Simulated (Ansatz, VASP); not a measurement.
# Sr: VASP beside Ansatz

The input INCAR:

```
PREC     = Accurate       # precision mode
ENCUT    = 520            # plane-wave cutoff, eV
EDIFF    = 1E-6           # SCF threshold, eV
ISMEAR   = -1             # smearing method
SIGMA    = 0.3            # smearing width, eV
LREAL    = F              # projectors in reciprocal space
LASPH    = T              # aspherical terms in the spheres
NELM     = 60             # most SCF steps
ALGO     = Normal         # electronic algorithm
ISIF     = 2              # what is computed and relaxed
LWAVE    = F              # write WAVECAR
LCHARG   = F              # write CHGCAR
GGA      = PS             # functional
NBANDS   = 17             # bands
```

File KPOINTS:

```
Automatic mesh
0
Gamma
  8 8 8
```

Contents of POSCAR:

```
Sr
1.0
    5.6176620000      0.0000000000      0.0000000000
   -4.1636973586      3.7711736439      0.0000000000
   -0.7269826297     -1.8855876235      5.2415820051
Sr
2
Direct
    0.7500000000      0.2500000000      0.5000000000
    0.0000000000      0.0000000000      0.0000000000
```

Input for Ansatz:

```yaml
crystal:
  lattice:
    - [5.617662, 0.0, 0.0]
    - [-4.163697358559112, 3.7711736439166876, 0.0]
    - [-0.7269826297345167, -1.8855876234535758, 5.241582005138047]
  atoms:
    - { symbol: Sr, position: [0.75, 0.25, 0.5] }
    - { symbol: Sr, position: [0.0, 0.0, 0.0] }
kpoints:
  mp_grid:
    grid: [8, 8, 8]
hamiltonian:
  xc: pbesol
  pseudopotentials:
    kind: paw
scf:
  n_extra_bands: 8
  occupations:
    method: fermi_dirac
    width: 0.3
output:
  stress: true
```

Alike in both runs: task single point; functional PBEsol; k mesh 8 × 8 × 8; occupations fermi-dirac, width 0.3 eV; no spin polarisation.

|  | VASP | Ansatz |
| --- | --- | --- |
| version | VASP 6.6.1 | Ansatz 0.2.0 |
| potentials or method | VASP PAW PBE potentials, release 64 (Sr_sv) | plane waves, PAW |
| plane-wave cutoff (eV) | 520 | 420 |
| valence electrons in the cell | 20 | 20 |

|  | VASP | Ansatz | Ansatz less VASP |
| --- | --- | --- | --- |
| pressure (GPa) | -0.2 | -0.3 | -0.01 |
| traceless stress, the component that is largest in VASP (GPa) | -0.21 | -0.21 | +0.002 |

VASP's potentials were made for PBE, not for PBEsol.
